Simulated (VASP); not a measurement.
A run of VASP 6.6.1 is set up as follows.

The input INCAR:

```
ALGO = Normal
EDIFF = 1E-7
ENCUT = 520
GGA = CA
ISIF = 2
ISMEAR = -1
LASPH = T
LCHARG = F
LREAL = F
LWAVE = F
NBANDS = 17
NELM = 80
PREC = Accurate
SIGMA = 0.01
```

Contents of KPOINTS:

```
k-points
0
Gamma
  8 8 8
```

POSCAR

```
PbS
1.0
    0.0000000000      2.9650000000      2.8760500000
    2.9650000000      0.0000000000      2.8760500000
    2.9650000000      2.9650000000      0.0000000000
Pb S
1 1
Direct
    0.0000000000      0.0000000000      0.0000000000
    0.5000000000      0.5000000000      0.5000000000
```

Potentials or basis: VASP PAW LDA potentials, release 64 (Pb_d, S).

The run is started by

```sh
$ cat potpaw_LDA.64/Pb_d/POTCAR potpaw_LDA.64/S/POTCAR > POTCAR
$ mpirun -np 1 vasp_std > vasp.out
```

Question: Estimate the pressure.

Answer: -0.6 GPa.

Question: What does it give for the band gap on the k mesh?

Answer: 0.06 eV, direct.

Stress tensor (GPa, compression positive):
```
-2.07  0.00  0.00
 0.00 -2.07  0.00
 0.00  0.00  2.43
```

Caveat: the cell differs from its parent crystal (zz strain of -3 %); spin-orbit coupling is left out, which moves the levels of the heavy elements. A k mesh can miss the band edges.
